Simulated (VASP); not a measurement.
# As (R-3m) in VASP: single point with LDA

Aim: the single point of As with LDA.

Program: VASP 6.6.1. These are calculated values, not measurements. Logs are shortened: lines on timing, memory, paths and dates and some standing lists are left out, and cuts for length are marked.

## (1) The cell of the first run

The structure is trigonal, space group R-3m (No. 166). Conventional cell: a = 3.759 Å, b = 3.759 Å, c = 10.457 Å, α = 90.00°, β = 90.00°, γ = 120.00°. Within 3.3 Å of As (site symmetry 3m) lie 6 As at 2.52 to 3.10 Å.

## (2) Single point, LDA

INCAR

```
  PREC = Accurate
  ENCUT = 520
  EDIFF = 1E-6
  ISMEAR = 0
  SIGMA = 0.15
  LREAL = False
  LASPH = True
  NELM = 80
  ALGO = Normal
  ISIF = 2
  LWAVE = False
  LCHARG = False
  GGA = CA
  NBANDS = 12
```

KPOINTS

```
regular mesh
0
Gamma
  15 15 15
```

POSCAR

```
As
1.0
    1.8797494575      1.0852738553      3.4857700000
   -1.8797494575      1.0852738553      3.4857700000
    0.0000000000     -2.1705477106      3.4857700000
As
2
Direct
    0.2275400000      0.2275400000      0.2275400000
    0.7724600000      0.7724600000      0.7724600000
```

Potentials or basis: VASP PAW LDA potentials, release 64 (As).

The run is started by

```
$ cat potpaw_LDA.64/As/POTCAR > POTCAR
$ mpirun -np 1 vasp_std > vasp.out
```

OUTCAR:

```text
PREC = Accurate
   ENCUT = 520
   EDIFF = 1E-6
   ISMEAR = 0
   LREAL = False
   LASPH = True
   NELM = 80
   ISIF = 2
   GGA = CA

 ion  position               nearest neighbor table
   1  0.228  0.228  0.228-   2 2.52   2 2.52   2 2.52
   2  0.772  0.772  0.772-   1 2.52   1 2.52   1 2.52

  LATTYP: Found a trigonal (rhomboedric) cell.
 ALAT       =     4.1063207202
 COS(alpha) =     0.5808936906

  Lattice vectors:

 A1 = (   1.8797494575,   1.0852738553,   3.4857700000)
 A2 = (  -1.8797494575,   1.0852738553,   3.4857700000)
 A3 = (   0.0000000000,  -2.1705477106,   3.4857700000)

Analysis of symmetry for initial positions (statically):
=====================================================================
 Subroutine PRICEL returns:
 Original cell was already a primitive cell.

 Routine SETGRP: Setting up the symmetry group for a
 trigonal (rhombohedral) supercell.

 Subroutine GETGRP returns: Found 12 space group operations
 (whereof 12 operations were pure point group operations)
 out of a pool of 12 trial point group operations.

The static configuration has the point symmetry D_3d.

Analysis of symmetry for dynamics (positions and initial velocities):
=====================================================================
 Subroutine PRICEL returns:
 Original cell was already a primitive cell.

 Routine SETGRP: Setting up the symmetry group for a
 trigonal (rhombohedral) supercell.

 Subroutine GETGRP returns: Found 12 space group operations
 (whereof 12 operations were pure point group operations)
 out of a pool of 12 trial point group operations.

The dynamic configuration has the point symmetry D_3d.

 Subroutine INISYM returns: Found 12 space group operations
 (whereof 12 operations are pure point group operations),
 and found     1 'primitive' translations

----------------------------------------------------------------------------------------

                                     Primitive cell

  volume of cell :      42.6667

  direct lattice vectors                    reciprocal lattice vectors
     1.879749457  1.085273855  3.485770000     0.265992895  0.153571070  0.095626887
    -1.879749457  1.085273855  3.485770000    -0.265992895  0.153571070  0.095626887
     0.000000000 -2.170547711  3.485770000     0.000000000 -0.307142139  0.095626887

  length of vectors
     4.106320720  4.106320720  4.106320720     0.321684310  0.321684310  0.321684310

  position of ions in fractional coordinates (direct lattice)
     0.227540000  0.227540000  0.227540000
     0.772460000  0.772460000  0.772460000

  ion indices of the primitive-cell ions
   primitive index   ion index
                 1           1
                 2           2

----------------------------------------------------------------------------------------

 KPOINTS: regular mesh

Automatic generation of k-mesh.
 Grid dimensions read from file:
 generate k-points for:   15   15   15

 Generating k-lattice:

  Cartesian coordinates                     Fractional coordinates (reciprocal lattice)
     0.017732860  0.010238071  0.006375126     0.066666667  0.000000000 -0.000000000
    -0.017732860  0.010238071  0.006375126     0.000000000  0.066666667 -0.000000000
     0.000000000 -0.020476143  0.006375126    -0.000000000 -0.000000000  0.066666667

  Length of vectors
     0.021445621  0.021445621  0.021445621

  Shift w.r.t. Gamma in fractional coordinates (k-lattice)
     0.000000000  0.000000000  0.000000000

 Subroutine IBZKPT returns following result:
 ===========================================

 Found    344 irreducible k-points:

 Following reciprocal coordinates:
            Coordinates               Weight
  0.000000  0.000000  0.000000      1.000000
  0.066667  0.000000  0.000000      6.000000
  0.133333  0.000000  0.000000      6.000000
  0.200000  0.000000  0.000000      6.000000
  0.266667  0.000000  0.000000      6.000000
  0.333333  0.000000  0.000000      6.000000
[... 16 lines left out ...]
  0.133333  0.133333  0.000000      6.000000
  0.200000  0.133333 -0.000000     12.000000
 [... further k-points ...]
   k-points           NKPTS =    344   k-points in BZ     NKDIM =    344   number of bands    NBANDS=     12
   number of dos      NEDOS =    301   number of ions     NIONS =      2
   total plane-waves  NPLWV =  32768
   dimension x,y,z NGX =    32 NGY =   32 NGZ =   32
   dimension x,y,z NGXF=    64 NGYF=   64 NGZF=   64
   ions per type =               2
   NGX,Y,Z   is equivalent  to a cutoff of  12.96, 12.96, 12.96 a.u.
   NGXF,Y,Z  is equivalent  to a cutoff of  25.91, 25.91, 25.91 a.u.
 SYSTEM =  unknown system
   PREC   = accura    normal or accurate (medium, high low for compatibility)
   ISTART =      0    job   : 0-new  1-cont  2-samecut
   ICHARG =      2    charge: 1-file 2-atom 10-const
   ISPIN  =      1    spin polarized calculation?
   LNONCOLLINEAR =      F non collinear calculations
   LSORBIT =      F    spin-orbit coupling
   LASPH  =      T    aspherical Exc in radial PAW
   ENCUT  =  520.0 eV  38.22 Ry    6.18 a.u.   7.64  7.64  7.64*2*pi/ulx,y,z
   NELM   =     80;   NELMIN=  2; NELMDL= -5     # of ELM steps
   EDIFF  = 0.1E-05   stopping-criterion for ELM
   LREAL  =      F    real-space projection
   EDIFFG = 0.1E-04   stopping-criterion for IOM
   NSW    =      0    number of steps for IOM
   IBRION =     -1    ionic relax: 0-MD 1-quasi-New 2-CG
   NFREE  =      0    steps in history (QN), initial steepest desc. (CG)
   ISIF   =      2    stress and relaxation
   ISYM   =      2    0-nonsym 1-usesym 2-fastsym
   POTIM  = 0.5000    time-step for ionic-motion
   TEBEG  =    0.0;   TEEND  =   0.0 temperature during run
   PSTRESS=    0.0 pullay stress
   NELECT =      10.0000    total number of electrons
   NUPDOWN=      -1.0000    fix difference up-down
   EMIN   =  10.00;   EMAX   =-10.00  energy-range for DOS
   EFERMI =   0.00;   METHOD = LEGACY
   ISMEAR =     0;   SIGMA  =   0.15  broadening in eV -4-tet -1-fermi 0-gaus
   EFERMI_NEDOS =   21; number of points for ismear=-14 and -15
   IALGO  =     38    algorithm
   IMIX   =      4    mixing-type and parameters
     AMIX     =   0.40;   BMIX     =  1.00
     AMIX_MAG =   1.60;   BMIX_MAG =  1.00
  volume/ion in A,a.u.               =      21.33       143.96
  Fermi-wavevector in a.u.,A,eV,Ry     =   1.009358  1.907409 13.861654  1.018803
  Thomas-Fermi vector in A             =   2.142281
   LORBIT       =      0    0 simple, 1 ext, 2 COOP (PROOUT), +10 PAW based schemes
   GGA     = CA    functional components
   LHFCALC =     F    Hartree Fock is set to
   AEXX    =    0.0000 exact exchange contribution
   IVDW    =     0    specifies the selected vdW correction
   LEPSILON=     F    determine dielectric tensor
   LRPA    =     F    only Hartree local field effects (RPA)
 non-spin polarized calculation
 Gauss-broadening in eV      SIGMA  =   0.15
  energy-cutoff  :      520.00
  volume of cell :       42.67
 maximum number of plane-waves:      1161
   NGX = 15   NGY = 15   NGZ = 15

 number of electron      10.0000000 magnetization

 number of electron       9.9999999 magnetization

 Free energy of the ion-electron system (eV)
  ---------------------------------------------------
  ext. energy  EPLUGINS =         0.00000000
  ---------------------------------------------------
  free energy    TOTEN  =       -10.76635779 eV

  energy without entropy =      -10.76415132  energy(sigma->0) =      -10.76525456

 E-fermi :   5.5786     XC(G=0): -10.2028

 val. band max:        5.5615524097   @ k =   0.4000   0.0667   0.0667
 cond. band min:       5.6621326493   @ k =   0.4000   0.2667   0.2667
 fundamental gap:      0.1005802396
 Fermi energy:         5.5785541110

 k-point     1 :       0.0000    0.0000    0.0000
  band No.  band energies     occupation
      1      -9.5543      2.00000
      2      -0.2904      2.00000
      3       3.0073      2.00000
      4       3.5388      2.00000
      5       3.5388      2.00000
      6       7.2730      0.00000
      7       8.4720      0.00000
      8       8.4720      0.00000
      9      12.3308      0.00000
     10      12.3308      0.00000
     11      12.7292      0.00000
     12      14.2788      0.00000

 k-point     2 :       0.0667    0.0000    0.0000
  band No.  band energies     occupation
      1      -9.4944      2.00000
      2      -0.5082      2.00000
      3       3.0459      2.00000
      4       3.4953      2.00000
      5       3.4992      2.00000
      6       7.3970      0.00000
      7       8.3304      0.00000
      8       8.4172      0.00000
      9      11.8781      0.00000
     10      12.2452      0.00000
     11      12.3671      0.00000
     12      14.7082      0.00000

 k-point     3 :       0.1333    0.0000    0.0000
  band No.  band energies     occupation
      1      -9.3154      2.00000
      2      -1.0941      2.00000
      3       3.0105      2.00000
      4       3.3796      2.00000
      5       3.5679      2.00000
      6       7.4828      0.00000
      7       8.0591      0.00000
      8       8.2266      0.00000
      9      11.2863      0.00000
     10      12.0077      0.00000
     11      12.2906      0.00000
     12      15.6725      0.00000

 k-point     4 :       0.2000    0.0000    0.0000
  band No.  band energies     occupation
      1      -9.0193      2.00000
      2      -1.9149      2.00000
      3       2.8772      2.00000
      4       3.2254      2.00000
      5       3.8129      2.00000
      6       7.1347      0.00000
      7       7.7663      0.00000
      8       7.9027      0.00000
      9      11.2933      0.00000
     10      11.9409      0.00000
     11      12.7081      0.00000
     12      16.8686      0.00000

 k-point     5 :       0.2667    0.0000    0.0000
  band No.  band energies     occupation
      1      -8.6100      2.00000
      2      -2.8517      2.00000
      3       2.7829      2.00000
      4       3.0677      2.00000
      5       4.1024      2.00000
      6       6.6234      0.00000
      7       7.2428      0.00000
      8       7.5257      0.00000
      9      11.7371      0.00000
     10      12.4182      0.00000
     11      13.4774      0.00000
     12      17.8801      0.00000
[... 228 lines left out ...]
      1      -9.1644      2.00000
      2      -1.4607      2.00000
      3       2.8210      2.00000
      4       3.3365      2.00000
      5       3.6135      2.00000
      6       7.3368      0.00000
      7       7.6586      0.00000
      8       8.3901      0.00000
      9      10.9680      0.00000
     10      12.0196      0.00000
     11      12.9031      0.00000
     12      15.1443      0.00000

 k-point    22 :      -0.0667    0.0667    0.0000
  band No.  band energies     occupation
      1      -9.3885      2.00000
      2      -0.8212      2.00000
      3       2.9991      2.00000
      4       3.3896      2.00000
      5       3.5097      2.00000
      6       7.5757      0.00000
      7       7.9089      0.00000
      8       8.4998      0.00000
      9      11.3498      0.00000
     10      11.9295      0.00000
     11      12.6674      0.00000
     12      14.5499      0.00000

 k-point    23 :       0.1333    0.1333    0.0000
  band No.  band energies     occupation
      1      -9.2633      2.00000
      2      -1.2140      2.00000
      3       2.4967      2.00000
      4       3.0424      2.00000
      5       4.4179      2.00000
      6       6.9460      0.00000
      7       7.7960      0.00000
      8       8.9421      0.00000
      9      11.3184      0.00000
     10      12.4517      0.00000
     11      12.9672      0.00000
     12      14.8500      0.00000

 k-point    24 :       0.2000    0.1333   -0.0000
  band No.  band energies     occupation
      1      -9.0609      2.00000
      2      -1.6817      2.00000
      3       2.2043      2.00000
      4       2.8147      2.00000
      5       4.5680      2.00000
      6       6.6860      0.00000
      7       7.9439      0.00000
      8       8.9620      0.00000
      9      11.0079      0.00000
     10      12.6113      0.00000
     11      13.5017      0.00000
     12      15.0626      0.00000

 [... further k-points ...]

------------------------ aborting loop because EDIFF is reached ----------------------------------------

  FORCE on cell =-STRESS in cart. coord.  units (eV):
  Direction    XX          YY          ZZ          XY          YZ          ZX
  --------------------------------------------------------------------------------------
  -------------------------------------------------------------------------------------
  Total       -0.1977170     -0.1977170     -0.4717340     -0.0000000      0.0000000      0.0000000
  in kB       -7.4244690     -7.4244690    -17.7140750     -0.0000000      0.0000000      0.0000000
  external PRESSURE =     -10.8543377 kB  Pullay stress =       0.0000000 kB

 VOLUME and BASIS-vectors are now :
 -----------------------------------------------------------------------------
  energy-cutoff  :      520.00
  volume of cell :       42.67
      direct lattice vectors                 reciprocal lattice vectors
     1.879749457  1.085273855  3.485770000     0.265992895  0.153571070  0.095626887
    -1.879749457  1.085273855  3.485770000    -0.265992895  0.153571070  0.095626887
     0.000000000 -2.170547711  3.485770000     0.000000000 -0.307142139  0.095626887

 POSITION                                       TOTAL-FORCE (eV/Angst)
 -----------------------------------------------------------------------------------
      0.00000      0.00000      2.37946         0.000000      0.000000      0.132723
      0.00000      0.00000      8.07785         0.000000     -0.000000     -0.132723
 -----------------------------------------------------------------------------------
    total drift:                               -0.000000      0.000000     -0.000000

  FREE ENERGIE OF THE ION-ELECTRON SYSTEM (eV)
  ---------------------------------------------------
  free  energy   TOTEN  =       -10.7663577944 eV

  energy  without entropy=      -10.7641513206  energy(sigma->0) =      -10.76525456
```

It took 57 s on 1 thread of Intel Xeon 6975P-C (Granite Rapids), shared host; peak memory 0.26 GiB.

What came out:

```
Free energy            : -10.7664 eV
Pressure               : -1.1 GPa
Largest force          : 0.133 eV/Å
Band gap on the k mesh : zero (band 5 reaches 5.66 eV, above the bottom of band 6 at 5.34 eV)
```

Forces in eV/Å, atoms in the order of the input:
```
As   0.000  0.000  0.133
As   0.000  0.000 -0.133
```

Levels at points of the mesh, in eV from the Fermi level:
```csv
k point,band 2,band 3,band 4,band 5,band 6,band 7,band 8,band 9
"(0.00, 0.00, 0.00)",-5.87,-2.57,-2.04,-2.04,1.69,2.89,2.89,6.75
```
